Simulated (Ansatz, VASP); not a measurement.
## WS2: VASP beside Ansatz

File INCAR:

```
PREC = Accurate ; ENCUT = 520
EDIFF = 1E-7 ; ISMEAR = 0
SIGMA = 0.05 ; LREAL = F
LASPH = T ; NELM = 80
ALGO = Normal ; ISIF = 2
LWAVE = F ; LCHARG = F
LDIPOL = T ; IDIPOL = 3
DIPOL = 0.5 0.5 0.383 ; GGA = PE
IVDW = 12 ; NBANDS = 35
```

File KPOINTS:

```
regular mesh
0
Gamma
  9 9 1
```

The input POSCAR:

```
WS2
1.0
    3.1595457497      0.0000000000      0.0000000000
   -1.5797728749      2.7362468836      0.0000000000
    0.0000000000      0.0000000000     23.8042575719
S W
4 2
Direct
    0.3333333333      0.6666666667      0.1890418126
    0.3333333333      0.6666666667      0.3214605103
    0.8333333333      0.6666666667      0.4449678279
    0.8333333333      0.6666666667      0.5773865255
    0.6666666667      0.3333333333      0.2552511581
    1.1666666667      0.3333333333      0.5111771733
```

Input for Ansatz:

```yaml
crystal:
  lattice:
    - [3.1595457497, 0.0, 0.0]
    - [-1.5797728749, 2.7362468836, 0.0]
    - [0.0, 0.0, 23.8042575719]
  atoms:
    - { symbol: S, position: [0.3333333333, 0.6666666667, 0.1890418126] }
    - { symbol: W, position: [0.6666666667, 0.3333333333, 0.2552511581] }
    - { symbol: S, position: [0.3333333333, 0.6666666667, 0.3214605103] }
    - { symbol: S, position: [0.8333333333, 0.6666666667, 0.4449678279] }
    - { symbol: W, position: [1.1666666667, 0.3333333333, 0.5111771733] }
    - { symbol: S, position: [0.8333333333, 0.6666666667, 0.5773865255] }
basis:
  ecutwfc: 420
kpoints:
  mp_grid: { grid: [9, 9, 1] }
hamiltonian:
  xc: pbe
  pseudopotentials: { kind: paw, azcp: { folder: soft_1 } }
  dispersion: d3bj
scf:
  occupations: { method: gaussian, width: 0.05 }
output:
  forces: true
  eigenvalues: true
efield:
  axis: 3
  dipole_correction: true
  ramp_width: 0.04
```

Alike in both runs: task single point; functional PBE; dispersion D3(BJ); k mesh 9 × 9 × 1; occupations gaussian, width 0.05 eV; no spin polarisation.

```csv
,VASP,Ansatz
version,VASP 6.6.1,Ansatz 0.2.0
potentials or method,"VASP PAW PBE potentials, release 64 (S, W_sv), cutoff 520 eV","scalar-relativistic, plane waves, PAW"
valence electrons in the cell,52,52
```

Ansatz gave:

```
gap on the k mesh at the Fermi level (eV) : 1.44
least direct gap on the mesh (eV)         : 1.90
rms of the force components (eV/Å)        : 0.038
```

What did VASP give for the same quantities?

gap on the k mesh at the Fermi level (eV): 1.46; least direct gap on the mesh (eV): 1.91; rms of the force components (eV/Å): 0.037.

Spin-orbit coupling is off throughout.
